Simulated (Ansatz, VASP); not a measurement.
## Two plane-wave programs on Hg2H

INCAR

```
SYSTEM = Hg2H
ALGO = Normal
EDIFF = 1E-7
EDIFFG = -0.04
ENCUT = 600
GGA = PE
IBRION = 2
ISIF = 3
ISMEAR = 0
LASPH = .TRUE.
LCHARG = .FALSE.
LREAL = .FALSE.
LWAVE = .FALSE.
NELM = 60
NSW = 90
PREC = Accurate
SIGMA = 0.1
```

KPOINTS

```
k-points
0
G
  4 4 4
  0 0 0
```

The input POSCAR:

```
Hg2H
1.0
    0.0000000000      3.7699538600      3.7699538600
    3.7699538600      0.0000000000      3.7699538600
    3.7699538600      3.7699538600      0.0000000000
Hg H
4 2
Direct
    0.1458684000      0.1458684000      0.1458684000
    0.1458684000      0.1458684000      0.5623948000
    0.1458684000      0.5623948000      0.1458684000
    0.5623948000      0.1458684000      0.1458684000
    0.0000000000      0.0000000000      0.0000000000
    0.7500000000      0.7500000000      0.7500000000
```

Input for Ansatz:

```yaml
crystal:
  lattice:
    - [0.0, 3.76995386, 3.76995386]
    - [3.76995386, 0.0, 3.76995386]
    - [3.76995386, 3.76995386, 0.0]
  atoms:
    - { symbol: Hg, position: [0.1458684, 0.1458684, 0.1458684] }
    - { symbol: Hg, position: [0.1458684, 0.1458684, 0.5623948] }
    - { symbol: Hg, position: [0.1458684, 0.5623948, 0.1458684] }
    - { symbol: Hg, position: [0.5623948, 0.1458684, 0.1458684] }
    - { symbol: H, position: [0.0, 0.0, 0.0] }
    - { symbol: H, position: [0.75, 0.75, 0.75] }
basis:
  ecutwfc: 420
kpoints:
  mp_grid: { grid: [4, 4, 4] }
hamiltonian:
  xc: pbe
scf:
  occupations: { method: gaussian, width: 0.1 }
  lower_state_search: "off"
output:
  forces: true
  stress: true
  eigenvalues: true
relax:
  adjacent_minimum: "off"
  f_tol: 0.04
  max_steps: 70
  cell: { stress_tol: 0.4 }
```

Alike in both runs: task relaxation of cell and atoms; functional PBE; k mesh 4 × 4 × 4; occupations gaussian, width 0.1 eV; no spin polarisation.

|  | VASP | Ansatz |
| --- | --- | --- |
| version | VASP 6.6.1 | Ansatz 0.2.0 |
| potentials or method | VASP PAW PBE potentials, release 64 (Hg, H), cutoff 600 eV | scalar-relativistic, plane waves, PAW |
| valence electrons in the cell | 50 | 82 |

|  | VASP | Ansatz | Ansatz less VASP |
| --- | --- | --- | --- |
| gap on the k mesh at the Fermi level, each at its own relaxed structure (eV) | none | none | - |
| relaxed volume (Å³/atom) | 31.86 | 30.95 | -0.913 |
| relaxed length of the cell vector where the two differ most in proportion (Å) | 6.466 | 6.404 | -0.0624 |

A gap of «none» marks a metal or a gap that the smearing closes. VASP's potentials hold 50 valence electrons a cell and Ansatz's 82, so a difference there can come from the potentials and not from the codes.

The k mesh is coarse, so the values compare programs but aren't converged. Spin-orbit coupling is off throughout. Noted on VASP's run: the volume moved by over 15 % at a fixed basis, so the end points are rough.
